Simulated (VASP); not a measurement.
# CdSe in VASP: further runs

CdSe is run at these levels: PBE, r2SCAN; tasks: single point.

Everything below comes from runs of VASP 6.6.1. Logs are shortened: lines on timing, memory, paths and dates and some standing lists are left out, and cuts for length are marked.

**1. The cell of the first run**

The structure is cubic, space group F-43m (No. 216). The conventional cell has a = 6.063 Å, b = 6.063 Å, c = 6.063 Å, α = 90.00°, β = 90.00°, γ = 90.00°. Cd (site symmetry -43m) has 4 Se at 2.63 Å within 3.5 Å. Within 3.5 Å of Se (site symmetry -43m) lie 4 Cd at 2.63 Å.

**2. Single point, PBE (strain -1.2%)**

INCAR

```
PREC = Accurate ; ENCUT = 520
EDIFF = 1E-7 ; ISMEAR = -1
SIGMA = 0.02 ; LREAL = False
LASPH = True ; NELM = 80
ALGO = Normal ; ISIF = 2
LWAVE = False ; LCHARG = True
GGA = PE ; LELF = True
LVHAR = True ; NBANDS = 16
```

KPOINTS

```
regular mesh
0
Gamma
  8 8 8
```

POSCAR

```
CdSe
1.0
    0.0000000000      3.0315811490      3.0315811490
    3.0315811490      0.0000000000      3.0315811490
    3.0315811490      3.0315811490      0.0000000000
Cd Se
1 1
Direct
    0.0000000000      0.0000000000      0.0000000000
    0.2500000000      0.2500000000      0.2500000000
```

Potentials or basis: VASP PAW PBE potentials, release 64 (Cd, Se).

Launch:

```bash
> cat potpaw_PBE.64/Cd/POTCAR potpaw_PBE.64/Se/POTCAR > POTCAR
> mpirun -np 1 vasp_std > vasp.out
```

OUTCAR:

```text
PREC = Accurate
   ENCUT = 520
   EDIFF = 1E-7
   ISMEAR = -1
   LREAL = False
   LASPH = True
   NELM = 80
   ISIF = 2
   GGA = PE

 ion  position               nearest neighbor table
   1  0.000  0.000  0.000-   2 2.63   2 2.63   2 2.63   2 2.63
   2  0.250  0.250  0.250-   1 2.63   1 2.63   1 2.63   1 2.63

  LATTYP: Found a face centered cubic cell.
 ALAT       =     6.0631622980

  Lattice vectors:

 A1 = (   0.0000000000,   3.0315811490,   3.0315811490)
 A2 = (   3.0315811490,   0.0000000000,   3.0315811490)
 A3 = (   3.0315811490,   3.0315811490,   0.0000000000)

Analysis of symmetry for initial positions (statically):
=====================================================================
 Subroutine PRICEL returns:
 Original cell was already a primitive cell.

 Routine SETGRP: Setting up the symmetry group for a
 face centered cubic supercell.

 Subroutine GETGRP returns: Found 24 space group operations
 (whereof 24 operations were pure point group operations)
 out of a pool of 48 trial point group operations.

The static configuration has the point symmetry T_d .

Analysis of symmetry for dynamics (positions and initial velocities):
=====================================================================
 Subroutine PRICEL returns:
 Original cell was already a primitive cell.

 Routine SETGRP: Setting up the symmetry group for a
 face centered cubic supercell.

 Subroutine GETGRP returns: Found 24 space group operations
 (whereof 24 operations were pure point group operations)
 out of a pool of 48 trial point group operations.

The dynamic configuration has the point symmetry T_d .

 Subroutine INISYM returns: Found 24 space group operations
 (whereof 24 operations are pure point group operations),
 and found     1 'primitive' translations

----------------------------------------------------------------------------------------

                                     Primitive cell

  volume of cell :      55.7234

  direct lattice vectors                    reciprocal lattice vectors
     0.000000000  3.031581149  3.031581149    -0.164930436  0.164930436  0.164930436
     3.031581149  0.000000000  3.031581149     0.164930436 -0.164930436  0.164930436
     3.031581149  3.031581149  0.000000000     0.164930436  0.164930436 -0.164930436

  length of vectors
     4.287303176  4.287303176  4.287303176     0.285667894  0.285667894  0.285667894

  position of ions in fractional coordinates (direct lattice)
     0.000000000  0.000000000  0.000000000
     0.250000000  0.250000000  0.250000000

  ion indices of the primitive-cell ions
   primitive index   ion index
                 1           1
                 2           2

----------------------------------------------------------------------------------------

 KPOINTS: regular mesh

Automatic generation of k-mesh.
 Grid dimensions read from file:
 generate k-points for:    8    8    8

 Generating k-lattice:

  Cartesian coordinates                     Fractional coordinates (reciprocal lattice)
    -0.020616304  0.020616304  0.020616304     0.125000000  0.000000000  0.000000000
     0.020616304 -0.020616304  0.020616304     0.000000000  0.125000000  0.000000000
     0.020616304  0.020616304 -0.020616304     0.000000000  0.000000000  0.125000000

  Length of vectors
     0.035708487  0.035708487  0.035708487

  Shift w.r.t. Gamma in fractional coordinates (k-lattice)
     0.000000000  0.000000000  0.000000000

 Subroutine IBZKPT returns following result:
 ===========================================

 Found     29 irreducible k-points:

 Following reciprocal coordinates:
            Coordinates               Weight
  0.000000  0.000000  0.000000      1.000000
  0.125000  0.000000  0.000000      8.000000
  0.250000  0.000000  0.000000      8.000000
  0.375000  0.000000  0.000000      8.000000
  0.500000  0.000000  0.000000      4.000000
  0.125000  0.125000  0.000000      6.000000
[... 16 lines left out ...]
  0.500000  0.250000  0.125000     48.000000
 -0.375000  0.250000  0.125000     24.000000
 [... further k-points ...]
   k-points           NKPTS =     29   k-points in BZ     NKDIM =     29   number of bands    NBANDS=     16
   number of dos      NEDOS =    301   number of ions     NIONS =      2
   total plane-waves  NPLWV =  32768
   dimension x,y,z NGX =    32 NGY =   32 NGZ =   32
   dimension x,y,z NGXF=    64 NGYF=   64 NGZF=   64
   ions per type =               1   1
   NGX,Y,Z   is equivalent  to a cutoff of  12.41, 12.41, 12.41 a.u.
   NGXF,Y,Z  is equivalent  to a cutoff of  24.82, 24.82, 24.82 a.u.
 SYSTEM =  unknown system
   PREC   = accura    normal or accurate (medium, high low for compatibility)
   ISTART =      0    job   : 0-new  1-cont  2-samecut
   ICHARG =      2    charge: 1-file 2-atom 10-const
   ISPIN  =      1    spin polarized calculation?
   LNONCOLLINEAR =      F non collinear calculations
   LSORBIT =      F    spin-orbit coupling
   LASPH  =      T    aspherical Exc in radial PAW
   ENCUT  =  520.0 eV  38.22 Ry    6.18 a.u.   7.97  7.97  7.97*2*pi/ulx,y,z
   NELM   =     80;   NELMIN=  2; NELMDL= -5     # of ELM steps
   EDIFF  = 0.1E-06   stopping-criterion for ELM
   LREAL  =      F    real-space projection
   EDIFFG = 0.1E-05   stopping-criterion for IOM
   NSW    =      0    number of steps for IOM
   IBRION =     -1    ionic relax: 0-MD 1-quasi-New 2-CG
   NFREE  =      0    steps in history (QN), initial steepest desc. (CG)
   ISIF   =      2    stress and relaxation
   ISYM   =      2    0-nonsym 1-usesym 2-fastsym
   POTIM  = 0.5000    time-step for ionic-motion
   TEBEG  =    0.0;   TEEND  =   0.0 temperature during run
   PSTRESS=    0.0 pullay stress
   NELECT =      18.0000    total number of electrons
   NUPDOWN=      -1.0000    fix difference up-down
   EMIN   =  10.00;   EMAX   =-10.00  energy-range for DOS
   EFERMI =   0.00;   METHOD = LEGACY
   ISMEAR =    -1;   SIGMA  =   0.02  broadening in eV -4-tet -1-fermi 0-gaus
   EFERMI_NEDOS =   21; number of points for ismear=-14 and -15
   IALGO  =     38    algorithm
   IMIX   =      4    mixing-type and parameters
     AMIX     =   0.40;   BMIX     =  1.00
     AMIX_MAG =   1.60;   BMIX_MAG =  1.00
  volume/ion in A,a.u.               =      27.86       188.02
  Fermi-wavevector in a.u.,A,eV,Ry     =   1.123276  2.122684 17.167136  1.261749
  Thomas-Fermi vector in A             =   2.259941
   LORBIT       =      0    0 simple, 1 ext, 2 COOP (PROOUT), +10 PAW based schemes
   GGA     = PE    functional components
   LHFCALC =     F    Hartree Fock is set to
   AEXX    =    0.0000 exact exchange contribution
   IVDW    =     0    specifies the selected vdW correction
   LEPSILON=     F    determine dielectric tensor
   LRPA    =     F    only Hartree local field effects (RPA)
 non-spin polarized calculation
  energy-cutoff  :      520.00
  volume of cell :       55.72
 maximum number of plane-waves:      1524
   NGX = 15   NGY = 15   NGZ = 15

 number of electron      17.9999998 magnetization

 Free energy of the ion-electron system (eV)
  ---------------------------------------------------
  ext. energy  EPLUGINS =         0.00000000
  ---------------------------------------------------
  free energy    TOTEN  =        -5.45523579 eV

  energy without entropy =       -5.45523579  energy(sigma->0) =       -5.45523579

 E-fermi :   1.3442     XC(G=0):  -8.9287

 val. band max:        1.0182873698   @ k =   0.0000   0.0000   0.0000
 cond. band min:       1.6474058926   @ k =   0.0000   0.0000   0.0000
 fundamental gap:      0.6291185229
 Fermi energy:         1.3441660352

 k-point     1 :       0.0000    0.0000    0.0000
  band No.  band energies     occupation
      1     -11.6295      2.00000
      2      -6.9489      2.00000
      3      -6.9489      2.00000
      4      -6.9489      2.00000
      5      -6.5639      2.00000
      6      -6.5639      2.00000
[... 8 lines left out ...]
     15      12.1401      0.00000
     16      12.1401      0.00000

 k-point     2 :       0.1250    0.0000    0.0000
  band No.  band energies     occupation
      1     -11.5746      2.00000
      2      -6.9312      2.00000
      3      -6.9312      2.00000
      4      -6.9005      2.00000
      5      -6.5649      2.00000
      6      -6.5649      2.00000
[... 8 lines left out ...]
     15      11.3613      0.00000
     16      11.5577      0.00000

 k-point     3 :       0.2500    0.0000    0.0000
  band No.  band energies     occupation
      1     -11.4405      2.00000
      2      -6.8926      2.00000
      3      -6.8926      2.00000
      4      -6.7345      2.00000
      5      -6.5618      2.00000
      6      -6.5618      2.00000
[... 8 lines left out ...]
     15      11.1161      0.00000
     16      11.1708      0.00000

 k-point     4 :       0.3750    0.0000    0.0000
  band No.  band energies     occupation
      1     -11.3048      2.00000
      2      -6.8620      2.00000
      3      -6.8620      2.00000
      4      -6.5486      2.00000
      5      -6.5486      2.00000
      6      -6.4501      2.00000
[... 8 lines left out ...]
     15      12.0093      0.00000
     16      12.0093      0.00000

 k-point     5 :       0.5000    0.0000    0.0000
  band No.  band energies     occupation
      1     -11.2484      2.00000
      2      -6.8523      2.00000
      3      -6.8523      2.00000
      4      -6.5395      2.00000
      5      -6.5395      2.00000
      6      -6.2616      2.00000
[... 8 lines left out ...]
     15      13.2001      0.00000
     16      13.2001      0.00000

 k-point     6 :       0.1250    0.1250    0.0000
  band No.  band energies     occupation
      1     -11.5564      2.00000
      2      -6.9142      2.00000
      3      -6.9142      2.00000
      4      -6.9070      2.00000
      5      -6.5756      2.00000
      6      -6.5551      2.00000
[... 8 lines left out ...]
     15      12.0699      0.00000
     16      12.2729      0.00000
[... 267 lines left out ...]
 k-point    21 :       0.5000    0.5000    0.0000
  band No.  band energies     occupation
      1     -11.1284      2.00000
      2      -6.7552      2.00000
      3      -6.6796      2.00000
      4      -6.6796      2.00000
      5      -6.5035      2.00000
      6      -6.1955      2.00000
[... 8 lines left out ...]
     15      13.4353      0.00000
     16      14.4250      0.00000

 k-point    22 :       0.3750    0.2500    0.1250
  band No.  band energies     occupation
      1     -11.3413      2.00000
      2      -6.8503      2.00000
      3      -6.8301      2.00000
      4      -6.6807      2.00000
      5      -6.5556      2.00000
      6      -6.5170      2.00000
[... 8 lines left out ...]
     15      12.5898      0.00000
     16      13.8081      0.00000

 k-point    23 :       0.5000    0.2500    0.1250
  band No.  band energies     occupation
      1     -11.2336      2.00000
      2      -6.8207      2.00000
      3      -6.8025      2.00000
      4      -6.6117      2.00000
      5      -6.5413      2.00000
      6      -6.3220      2.00000
[... 8 lines left out ...]
     15      12.9614      0.00000
     16      13.6790      0.00000

 k-point    24 :      -0.3750    0.2500    0.1250
  band No.  band energies     occupation
      1     -11.1892      2.00000
      2      -6.8155      2.00000
      3      -6.7898      2.00000
      4      -6.5843      2.00000
      5      -6.5472      2.00000
      6      -6.1721      2.00000
[... 8 lines left out ...]
     15      12.7282      0.00000
     16      13.6955      0.00000

 [... further k-points ...]
[... 5 lines left out ...]
  --------------------------------------------------------------------------------------
  -------------------------------------------------------------------------------------
  Total        1.2946989      1.2946989      1.2946989      0.0000000      0.0000000     -0.0000000
  in kB       37.2256045     37.2256045     37.2256045      0.0000000      0.0000000     -0.0000000
  external PRESSURE =      37.2256045 kB  Pullay stress =       0.0000000 kB

 VOLUME and BASIS-vectors are now :
 -----------------------------------------------------------------------------
  energy-cutoff  :      520.00
  volume of cell :       55.72
      direct lattice vectors                 reciprocal lattice vectors
     0.000000000  3.031581149  3.031581149    -0.164930436  0.164930436  0.164930436
     3.031581149  0.000000000  3.031581149     0.164930436 -0.164930436  0.164930436
     3.031581149  3.031581149  0.000000000     0.164930436  0.164930436 -0.164930436

 POSITION                                       TOTAL-FORCE (eV/Angst)
 -----------------------------------------------------------------------------------
      0.00000      0.00000      0.00000         0.000000      0.000000      0.000000
      1.51579      1.51579      1.51579        -0.000000     -0.000000     -0.000000
 -----------------------------------------------------------------------------------
    total drift:                               -0.000000     -0.000000     -0.000000

  FREE ENERGIE OF THE ION-ELECTRON SYSTEM (eV)
  ---------------------------------------------------
  free  energy   TOTEN  =        -5.4552357920 eV

  energy  without entropy=       -5.4552357913  energy(sigma->0) =       -5.45523579
```

It took 42 s on 1 thread of Intel Xeon 8259CL, shared host; peak memory 0.19 GiB.

Results:

| Quantity | Value |
| --- | --- |
| Free energy | -5.4552 eV |
| Pressure | 3.7 GPa |
| Band gap on the k mesh | 0.63 eV |

Levels at points of the mesh, in eV from the valence-band top:
```csv
k point,band 5,band 6,band 7,band 8,band 9,band 10,band 11,band 12,band 13,band 14
"(0.00, 0.00, 0.00)",-7.58,-7.58,0.00,0.00,0.00,0.63,5.94,5.94,5.94,9.83
"(0.50, 0.00, 0.00)",-7.56,-7.28,-4.45,-0.76,-0.76,2.41,6.45,6.45,7.45,10.08
"(0.50, 0.50, 0.00)",-7.52,-7.21,-4.12,-1.89,-1.89,3.12,3.77,9.16,10.27,10.27
```

Caveat: the cell differs from its parent crystal (strain -1.2%); the cell stands under pressure.

**3. Single point, r2SCAN (strain -1.2%)**

POSCAR is that of step 2.

INCAR.step1

```
SYSTEM = CdSe
PREC     = Accurate       ! precision mode
ENCUT    = 520            ! plane-wave cutoff, eV
ISMEAR   = 0              ! smearing method
SIGMA    = 0.01           ! smearing width, eV
LREAL    = .False.        ! projectors in reciprocal space
LASPH    = .True.         ! aspherical terms in the spheres
NELM     = 100            ! most SCF steps
NBANDS   = 16             ! bands
GGA      = PE             ! functional
ALGO     = Normal         ! electronic algorithm
EDIFF    = 1E-4           ! SCF threshold, eV
LWAVE    = .True.         ! write WAVECAR
LCHARG   = .False.        ! write CHGCAR
```

INCAR.step2

```
SYSTEM = CdSe
PREC     = Accurate       ! precision mode
ENCUT    = 520            ! plane-wave cutoff, eV
EDIFF    = 1E-6           ! SCF threshold, eV
ISMEAR   = 0              ! smearing method
SIGMA    = 0.01           ! smearing width, eV
LREAL    = .False.        ! projectors in reciprocal space
LASPH    = .True.         ! aspherical terms in the spheres
NELM     = 100            ! most SCF steps
ALGO     = Normal         ! electronic algorithm
ISIF     = 2              ! what is computed and relaxed
LWAVE    = .False.        ! write WAVECAR
LCHARG   = .False.        ! write CHGCAR
METAGGA  = R2SCAN         ! meta-GGA
LMIXTAU  = .True.       
NBANDS   = 16             ! bands
ISTART   = 1
```

KPOINTS

```
Automatic mesh
0
Gamma
  8 8 8
  0 0 0
```

Potentials or basis: VASP PAW PBE potentials, release 64 (Cd, Se).

Launch:

```bash
> cat potpaw_PBE.64/Cd/POTCAR potpaw_PBE.64/Se/POTCAR > POTCAR
> cp INCAR.step1 INCAR
> mpirun -np 1 vasp_std > vasp.out
> cp INCAR.step2 INCAR
> mpirun -np 1 vasp_std > vasp.out
```

Wall time 1.9 min (1 thread of Intel Xeon 8259CL, shared host); peak memory 0.2 GiB.

It converged, with:

| Property | Result |
| --- | --- |
| Free energy | -35.9010 eV |
| Pressure | 2.2 GPa |
| Band gap on the k mesh | 1.11 eV |

Levels at points of the mesh, in eV from the valence-band top:
```tsv
k point	band 6	band 7	band 8	band 9	band 10	band 11	band 12	band 13
(0.00, 0.00, 0.00)	-7.78	0.00	0.00	0.00	1.11	6.47	6.47	6.47
(0.50, 0.00, 0.00)	-7.47	-4.49	-0.77	-0.77	2.88	6.93	6.93	7.85
(0.50, 0.50, 0.00)	-7.40	-4.13	-1.92	-1.92	3.44	4.17	9.75	11.02
```

Caveat: the cell differs from its parent crystal (strain -1.2%); the PAW data sets were made with another functional, which shifts forces and pressure a little.

(Part 1 of 2 ends here.)
